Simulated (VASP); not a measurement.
# AlN3 (R-3c) in VASP: single point with PBE

Aim: the single point of AlN3 with PBE.

Program: VASP 6.6.1. These are calculated values, not measurements. Logs are shortened: lines on timing, memory, paths and dates and some standing lists are left out, and cuts for length are marked.

## 1. The cell of the first run

It takes space group R-3c (No. 167, trigonal). The conventional cell has a = 4.634 Å, b = 4.634 Å, c = 12.313 Å, α = 90.00°, β = 90.00°, γ = 120.00°. Within 2.4 Å of Al (site symmetry -3) lie 6 N at 1.79 Å. N (site symmetry 2) has 2 Al at 1.79 Å within 2.4 Å.

## 2. Single point, PBE

File INCAR:

```
SYSTEM = AlN3
ALGO     = Normal         ! electronic algorithm
EDIFF    = 1E-7           ! SCF threshold, eV
ENCUT    = 520            ! plane-wave cutoff, eV
GGA      = PE             ! functional
ISIF     = 2              ! what is computed and relaxed
ISMEAR   = -1             ! smearing method
LASPH    = .True.         ! aspherical terms in the spheres
LCHARG   = .False.        ! write CHGCAR
LREAL    = .False.        ! projectors in reciprocal space
LWAVE    = .False.        ! write WAVECAR
NBANDS   = 28             ! bands
NELM     = 60             ! most SCF steps
PREC     = Accurate       ! precision mode
SIGMA    = 0.1            ! smearing width, eV
```

File KPOINTS:

```
k-points
0
Gamma
  8 8 8
  0 0 0
```

File POSCAR:

```
AlN3
1.0
    2.3168840000      4.0129580000      0.0000000000
   -2.3168840000      4.0129580000      0.0000000000
    0.0000000000     -2.6753050000      4.1044960000
Al N
2 6
Direct
    0.0000000000      0.0000000000      0.0000000000
    0.5000000000      0.5000000000      0.5000000000
    0.8780000000      0.6220000000      0.7500000000
    0.2500000000      0.8780000000      0.7500000000
    0.6220000000      0.2500000000      0.7500000000
    0.1220000000      0.3780000000      0.2500000000
    0.7500000000      0.1220000000      0.2500000000
    0.3780000000      0.7500000000      0.2500000000
```

Potentials or basis: VASP PAW PBE potentials, release 64 (Al, N).

Launch:

```
$ cat potpaw_PBE.64/Al/POTCAR potpaw_PBE.64/N/POTCAR > POTCAR
$ mpirun -np 1 vasp_std > vasp.out
```

OUTCAR:

```text
SYSTEM = AlN3
   EDIFF = 1E-7
   ENCUT = 520
   GGA = PE
   ISIF = 2
   ISMEAR = -1
   LASPH = .True.
   LREAL = .False.
   NELM = 60
   PREC = Accurate

 ion  position               nearest neighbor table
   1  0.000  0.000  0.000-   3 1.79   6 1.79   4 1.79   7 1.79   5 1.79   8 1.79
   2  0.500  0.500  0.500-   3 1.79   6 1.79   5 1.79   8 1.79   7 1.79   4 1.79
   3  0.878  0.622  0.750-   1 1.79   2 1.79
   4  0.250  0.878  0.750-   1 1.79   2 1.79
   5  0.622  0.250  0.750-   2 1.79   1 1.79
   6  0.122  0.378  0.250-   1 1.79   2 1.79
   7  0.750  0.122  0.250-   1 1.79   2 1.79
   8  0.378  0.750  0.250-   2 1.79   1 1.79

  LATTYP: Found a trigonal (rhomboedric) cell.
 ALAT       =     4.8994034771
 COS(alpha) =     0.5527481308

  Lattice vectors:

 A1 = (   2.3168840000,   1.3376530000,   4.1044960000)
 A2 = (  -2.3168840000,   1.3376530000,   4.1044960000)
 A3 = (   0.0000000000,  -2.6753050000,   4.1044960000)

Analysis of symmetry for initial positions (statically):
=====================================================================
 Subroutine PRICEL returns:
 Original cell was already a primitive cell.

 Routine SETGRP: Setting up the symmetry group for a
 trigonal (rhombohedral) supercell.

 Subroutine GETGRP returns: Found 12 space group operations
 (whereof  6 operations were pure point group operations)
 out of a pool of 12 trial point group operations.

The static configuration has the point symmetry S_6 .
 The point group associated with its full space group is D_3d.

Analysis of symmetry for dynamics (positions and initial velocities):
=====================================================================
 Subroutine PRICEL returns:
 Original cell was already a primitive cell.

 Routine SETGRP: Setting up the symmetry group for a
 trigonal (rhombohedral) supercell.

 Subroutine GETGRP returns: Found 12 space group operations
 (whereof  6 operations were pure point group operations)
 out of a pool of 12 trial point group operations.

The dynamic configuration has the point symmetry S_6 .
 The point group associated with its full space group is D_3d.

 Subroutine INISYM returns: Found 12 space group operations
 (whereof  6 operations are pure point group operations),
 and found     1 'primitive' translations

----------------------------------------------------------------------------------------

                                     Primitive cell

  volume of cell :      76.3236

  direct lattice vectors                    reciprocal lattice vectors
     2.316884000  4.012958000  0.000000000     0.215807093  0.124596370  0.081211747
    -2.316884000  4.012958000  0.000000000    -0.215807093  0.124596370  0.081211747
     0.000000000 -2.675305000  4.104496000     0.000000000  0.000000000  0.243635272

  length of vectors
     4.633765572  4.633765572  4.899402439     0.262092168  0.262092168  0.243635272

  position of ions in fractional coordinates (direct lattice)
     0.000000000  0.000000000  0.000000000
     0.500000000  0.500000000  0.500000000
     0.878000000  0.622000000  0.750000000
     0.250000000  0.878000000  0.750000000
     0.622000000  0.250000000  0.750000000
     0.122000000  0.378000000  0.250000000
     0.750000000  0.122000000  0.250000000
     0.378000000  0.750000000  0.250000000

  ion indices of the primitive-cell ions
   primitive index   ion index
                 1           1
                 2           2
                 3           3
                 4           4
                 5           5
                 6           6
                 7           7
                 8           8

----------------------------------------------------------------------------------------

 KPOINTS: k-points

Automatic generation of k-mesh.
 Grid dimensions read from file:
 generate k-points for:    8    8    8

 Generating k-lattice:

  Cartesian coordinates                     Fractional coordinates (reciprocal lattice)
     0.026975887  0.015574546  0.010151468     0.125000000  0.000000000  0.000000000
    -0.026975887  0.015574546  0.010151468     0.000000000  0.125000000  0.000000000
     0.000000000  0.000000000  0.030454409     0.000000000  0.000000000  0.125000000

  Length of vectors
     0.032761521  0.032761521  0.030454409

  Shift w.r.t. Gamma in fractional coordinates (k-lattice)
     0.000000000  0.000000000  0.000000000

 Subroutine IBZKPT returns following result:
 ===========================================

 Found     65 irreducible k-points:

 Following reciprocal coordinates:
            Coordinates               Weight
  0.000000  0.000000  0.000000      1.000000
  0.125000  0.000000 -0.000000      6.000000
  0.250000  0.000000 -0.000000      6.000000
  0.375000  0.000000 -0.000000      6.000000
  0.500000  0.000000 -0.000000      3.000000
  0.125000  0.125000 -0.000000      6.000000
[... 16 lines left out ...]
  0.125000  0.000000  0.125000      6.000000
  0.250000  0.000000  0.125000      6.000000
 [... further k-points ...]
   k-points           NKPTS =     65   k-points in BZ     NKDIM =     65   number of bands    NBANDS=     28
   number of dos      NEDOS =    301   number of ions     NIONS =      8
   total plane-waves  NPLWV =  46656
   dimension x,y,z NGX =    36 NGY =   36 NGZ =   36
   dimension x,y,z NGXF=    72 NGYF=   72 NGZF=   72
   ions per type =               2   6
   NGX,Y,Z   is equivalent  to a cutoff of  12.92, 12.92, 12.22 a.u.
   NGXF,Y,Z  is equivalent  to a cutoff of  25.83, 25.83, 24.43 a.u.
 SYSTEM =  AlN3
   PREC   = accura    normal or accurate (medium, high low for compatibility)
   ISTART =      0    job   : 0-new  1-cont  2-samecut
   ICHARG =      2    charge: 1-file 2-atom 10-const
   ISPIN  =      1    spin polarized calculation?
   LNONCOLLINEAR =      F non collinear calculations
   LSORBIT =      F    spin-orbit coupling
   LASPH  =      T    aspherical Exc in radial PAW
   ENCUT  =  520.0 eV  38.22 Ry    6.18 a.u.   8.62  8.62  9.11*2*pi/ulx,y,z
   NELM   =     60;   NELMIN=  2; NELMDL= -5     # of ELM steps
   EDIFF  = 0.1E-06   stopping-criterion for ELM
   LREAL  =      F    real-space projection
   EDIFFG = 0.1E-05   stopping-criterion for IOM
   NSW    =      0    number of steps for IOM
   IBRION =     -1    ionic relax: 0-MD 1-quasi-New 2-CG
   NFREE  =      0    steps in history (QN), initial steepest desc. (CG)
   ISIF   =      2    stress and relaxation
   ISYM   =      2    0-nonsym 1-usesym 2-fastsym
   POTIM  = 0.5000    time-step for ionic-motion
   TEBEG  =    0.0;   TEEND  =   0.0 temperature during run
   PSTRESS=    0.0 pullay stress
   NELECT =      36.0000    total number of electrons
   NUPDOWN=      -1.0000    fix difference up-down
   EMIN   =  10.00;   EMAX   =-10.00  energy-range for DOS
   EFERMI =   0.00;   METHOD = LEGACY
   ISMEAR =    -1;   SIGMA  =   0.10  broadening in eV -4-tet -1-fermi 0-gaus
   EFERMI_NEDOS =   21; number of points for ismear=-14 and -15
   IALGO  =     38    algorithm
   IMIX   =      4    mixing-type and parameters
     AMIX     =   0.40;   BMIX     =  1.00
     AMIX_MAG =   1.60;   BMIX_MAG =  1.00
  volume/ion in A,a.u.               =       9.54        64.38
  Fermi-wavevector in a.u.,A,eV,Ry     =   1.274352  2.408176 22.095496  1.623973
  Thomas-Fermi vector in A             =   2.407125
   LORBIT       =      0    0 simple, 1 ext, 2 COOP (PROOUT), +10 PAW based schemes
   GGA     = PE    functional components
   LHFCALC =     F    Hartree Fock is set to
   AEXX    =    0.0000 exact exchange contribution
   IVDW    =     0    specifies the selected vdW correction
   LEPSILON=     F    determine dielectric tensor
   LRPA    =     F    only Hartree local field effects (RPA)
 non-spin polarized calculation
  energy-cutoff  :      520.00
  volume of cell :       76.32
 maximum number of plane-waves:      2072
 NGX is ok and might be reduce to    36
   NGX = 17   NGY = 17   NGZ = 19

 number of electron      36.0000004 magnetization

 Free energy of the ion-electron system (eV)
  ---------------------------------------------------
  ext. energy  EPLUGINS =         0.00000000
  ---------------------------------------------------
  free energy    TOTEN  =       -39.86430541 eV

  energy without entropy =      -39.67668252  energy(sigma->0) =      -39.77049396

 E-fermi :   4.1508     XC(G=0): -11.0983

 val. band max:        4.1423272227   @ k =   0.5000   0.2500   0.1250
 cond. band min:       4.1521620021   @ k =  -0.2500   0.2500   0.1250
 fundamental gap:      0.0098347794
 Fermi energy:         4.1507862227

 k-point     1 :       0.0000    0.0000    0.0000
  band No.  band energies     occupation
      1     -12.7131      2.00000
      2      -8.9400      2.00000
      3      -8.6662      2.00000
      4      -8.6662      2.00000
      5      -7.9115      2.00000
      6      -7.9115      2.00000
[... 20 lines left out ...]
     27      18.1335      0.00000
     28      19.3908      0.00000

 k-point     2 :       0.1250    0.0000   -0.0000
  band No.  band energies     occupation
      1     -12.6071      2.00000
      2      -8.9945      2.00000
      3      -8.8371      2.00000
      4      -8.6772      2.00000
      5      -7.9737      2.00000
      6      -7.9421      2.00000
[... 20 lines left out ...]
     27      18.1793      0.00000
     28      19.2133      0.00000

 k-point     3 :       0.2500    0.0000   -0.0000
  band No.  band energies     occupation
      1     -12.2940      2.00000
      2      -9.5795      2.00000
      3      -8.7953      2.00000
      4      -8.6891      2.00000
      5      -8.1367      2.00000
      6      -8.0415      2.00000
[... 20 lines left out ...]
     27      18.3413      0.00000
     28      19.0762      0.00000

 k-point     4 :       0.3750    0.0000   -0.0000
  band No.  band energies     occupation
      1     -11.7897      2.00000
      2     -10.3562      2.00000
      3      -8.6710      2.00000
      4      -8.6651      2.00000
      5      -8.3181      2.00000
      6      -8.2018      2.00000
[... 578 lines left out ...]
     27      18.1577      0.00000
     28      19.3692      0.00000

 k-point    23 :       0.1250    0.0000    0.1250
  band No.  band energies     occupation
      1     -12.4518      2.00000
      2      -9.3744      2.00000
      3      -8.9193      2.00000
      4      -8.5397      2.00000
      5      -8.1518      2.00000
      6      -7.9010      2.00000
[... 20 lines left out ...]
     27      18.3046      0.00000
     28      19.1844      0.00000

 k-point    24 :       0.2500    0.0000    0.1250
  band No.  band energies     occupation
      1     -12.0825      2.00000
      2      -9.8361      2.00000
      3      -9.1075      2.00000
      4      -8.4669      2.00000
      5      -8.4127      2.00000
      6      -7.9180      2.00000
[... 20 lines left out ...]
     27      18.6785      0.00000
     28      19.0775      0.00000

 [... further k-points ...]
[... 5 lines left out ...]
  --------------------------------------------------------------------------------------
  -------------------------------------------------------------------------------------
  Total       16.5941207     16.5940976     16.0580307      0.0000000      0.0000013      0.0000000
  in kB      348.3422006    348.3417139    337.0886495      0.0000000      0.0000274      0.0000000
  external PRESSURE =     344.5908547 kB  Pullay stress =       0.0000000 kB

 VOLUME and BASIS-vectors are now :
 -----------------------------------------------------------------------------
  energy-cutoff  :      520.00
  volume of cell :       76.32
      direct lattice vectors                 reciprocal lattice vectors
     2.316884000  4.012958000  0.000000000     0.215807093  0.124596370  0.081211747
    -2.316884000  4.012958000  0.000000000    -0.215807093  0.124596370  0.081211747
     0.000000000 -2.675305000  4.104496000     0.000000000  0.000000000  0.243635272

 POSITION                                       TOTAL-FORCE (eV/Angst)
 -----------------------------------------------------------------------------------
      0.00000      0.00000      0.00000        -0.000000      0.000000     -0.000000
      0.00000      2.67531      2.05225         0.000000      0.000000     -0.000000
      0.59312      4.01296      3.07837         1.168250     -0.000000      0.000000
     -1.45500      2.52014      3.07837        -0.584125      1.011734      0.000000
      0.86188      1.49282      3.07837        -0.584125     -1.011734     -0.000000
     -0.59312      1.33765      1.02612        -1.168250     -0.000000     -0.000000
      1.45500      2.83047      1.02612         0.584125     -1.011734     -0.000000
     -0.86188      3.85779      1.02612         0.584125      1.011734      0.000000
 -----------------------------------------------------------------------------------
    total drift:                               -0.000000      0.000000     -0.000000

  FREE ENERGIE OF THE ION-ELECTRON SYSTEM (eV)
  ---------------------------------------------------
  free  energy   TOTEN  =       -39.8643054084 eV

  energy  without entropy=      -39.6766825156  energy(sigma->0) =      -39.77049396
```

Wall time 61 s (1 thread of Intel Xeon 6975P-C (Granite Rapids), shared host); peak memory 0.25 GiB.

What came out:

| Quantity | Value |
| --- | --- |
| Free energy | -39.8643 eV |
| Pressure | 34.5 GPa |
| Largest force | 1.168 eV/Å |
| Band gap on the k mesh | zero (band 18 reaches 4.80 eV, above the bottom of band 19 at 3.81 eV) |

Forces on the atoms (eV/Å):
```
Al   0.000  0.000  0.000
Al   0.000  0.000  0.000
N    1.168  0.000  0.000
N   -0.584  1.012  0.000
N   -0.584 -1.012  0.000
N   -1.168  0.000  0.000
N    0.584 -1.012  0.000
N    0.584  1.012  0.000
```

Stress tensor (GPa, compression positive):
```
34.83  0.00  0.00
 0.00 34.83  0.00
 0.00  0.00 33.71
```

Levels at points of the mesh, in eV from the Fermi level:
```
           k point  band 15  band 16  band 17  band 18  band 19  band 20  band 21  band 22
(0.00, 0.00, 0.00)    -0.58    -0.57    -0.57     0.65     0.65     1.31     1.31     1.55
(0.50, 0.00, 0.00)    -1.33    -1.33    -0.67    -0.67     0.80     0.80     1.00     1.00
(0.50, 0.50, 0.00)    -1.20    -0.83    -0.82    -0.54    -0.12     0.08     0.40     0.93
(0.00, 0.00, 0.50)    -0.96    -0.96    -0.96    -0.96    -0.34    -0.34     1.27     1.27
```

Caveat: forces of over 1 eV/Å act on the atoms, so gaps and moduli don't describe the material at rest.
